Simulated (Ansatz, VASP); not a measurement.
# Two plane-wave programs on Mg

Contents of INCAR:

```
ALGO = Normal
EDIFF = 1E-6
ENCUT = 520
GGA = PS
ISIF = 2
ISMEAR = -1
LASPH = True
LCHARG = True
LELF = True
LREAL = False
LVHAR = True
LWAVE = False
NBANDS = 7
NELM = 60
PREC = Accurate
SIGMA = 0.1
```

Contents of KPOINTS:

```
k-points
0
Gamma
  14 14 14
```

Contents of POSCAR:

```
Mg
1.0
   -1.8462481984      1.8462481984      1.8462481984
    1.8462481984     -1.8462481984      1.8462481984
    1.8462481984      1.8462481984     -1.8462481984
Mg
1
Direct
    0.0000000000      0.0000000000      0.0000000000
```

Input for Ansatz:

```yaml
crystal:
  lattice:
    - [-1.8462481984, 1.8462481984, 1.8462481984]
    - [1.8462481984, -1.8462481984, 1.8462481984]
    - [1.8462481984, 1.8462481984, -1.8462481984]
  atoms:
    - { symbol: Mg, position: [0.0, 0.0, 0.0] }
hamiltonian:
  xc: pbesol
  pseudopotentials:
    kind: paw
    azcp:
      Mg: "pseudopotentials/Mg.paw.azcp"
basis:
  ecutwfc: 420
  fft_grid_basis: typed
kpoints:
  mp_grid: { grid: [14, 14, 14], shift: [0, 0, 0] }
magnetization:
  spin_polarized: false
scf:
  occupations: { method: fermi_dirac, width: 0.1 }
  lower_state_search: "off"
output:
  stress: true
```

Alike in both runs: task single point; functional PBEsol; k mesh 14 × 14 × 14; occupations fermi-dirac, width 0.1 eV; no spin polarisation.

|  | VASP | Ansatz |
| --- | --- | --- |
| version | VASP 6.6.1 | Ansatz 0.2.0 |
| potentials or method | VASP PAW PBE potentials, release 64 (Mg), cutoff 520 eV | plane waves (420 eV) with PAW, scalar-relativistic |
| valence electrons in the cell | 2 | 10 |

|  | VASP | Ansatz | Ansatz less VASP |
| --- | --- | --- | --- |
| pressure (GPa) | -3.3 | -3.3 | +0.07 |

VASP's potentials were made for PBE, not for PBEsol, and Ansatz warns of the same on its side. VASP's potentials hold 2 valence electrons a cell and Ansatz's 10, so a difference there can come from the potentials and not from the codes.
